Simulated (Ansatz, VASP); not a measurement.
Cu in VASP and in Ansatz

Contents of POSCAR:

```
Cu
1.0
    0.0000000000      1.7881324402      1.7881324402
    1.7881324402      0.0000000000      1.7881324402
    1.7881324402      1.7881324402      0.0000000000
Cu
1
Direct
    0.0000000000      0.0000000000      0.0000000000
```

Contents of INCAR.step1:

```
ALGO = Normal ; EDIFF = 1E-4
ENCUT = 520 ; GGA = PE
ISMEAR = -1 ; LASPH = True
LCHARG = False ; LREAL = False
LWAVE = True ; NBANDS = 12
NELM = 80 ; PREC = Accurate
SIGMA = 0.6
```

INCAR.step2

```
ALGO = Normal ; EDIFF = 1E-6
ENCUT = 520 ; ISIF = 2
ISMEAR = -1 ; ISTART = 1
LASPH = True ; LCHARG = False
LMIXTAU = True ; LREAL = False
LWAVE = False ; METAGGA = R2SCAN
NBANDS = 12 ; NELM = 80
PREC = Accurate ; SIGMA = 0.6
```

File KPOINTS:

```
k-points
0
Gamma
  15 15 15
```

Input for Ansatz:

```yaml
crystal:
  lattice:
    - [0.0, 1.7881324402, 1.7881324402]
    - [1.7881324402, 0.0, 1.7881324402]
    - [1.7881324402, 1.7881324402, 0.0]
  atoms:
    - { symbol: Cu, position: [0.0, 0.0, 0.0] }
hamiltonian:
  xc: r2scan
  pseudopotentials:
    kind: paw
    azcp:
      Cu: "pseudopotentials/Cu.paw.azcp"
basis:
  ecutwfc: 500
  fft_grid_basis: typed
kpoints:
  mp_grid: { grid: [15, 15, 15], shift: [0, 0, 0] }
magnetization:
  spin_polarized: false
scf:
  occupations: { method: fermi_dirac, width: 0.6 }
  lower_state_search: "off"
output:
  stress: true
```

Alike in both runs: task single point; functional r2SCAN; k mesh 15 × 15 × 15; occupations fermi-dirac, width 0.6 eV; no spin polarisation.

|  | VASP | Ansatz |
| --- | --- | --- |
| version | VASP 6.6.1 | Ansatz 0.2.0 |
| potentials or method | VASP PAW PBE potentials, release 64 (Cu), cutoff 520 eV | plane waves (500 eV) with PAW, scalar-relativistic |
| valence electrons in the cell | 11 | 19 |

|  | VASP | Ansatz | Ansatz less VASP |
| --- | --- | --- | --- |
| pressure (GPa) | 3.6 | 3.2 | -0.39 |

VASP's potentials were made for PBE, not for r2SCAN. VASP's potentials hold 11 valence electrons a cell and Ansatz's 19, so a difference there can come from the potentials and not from the codes.
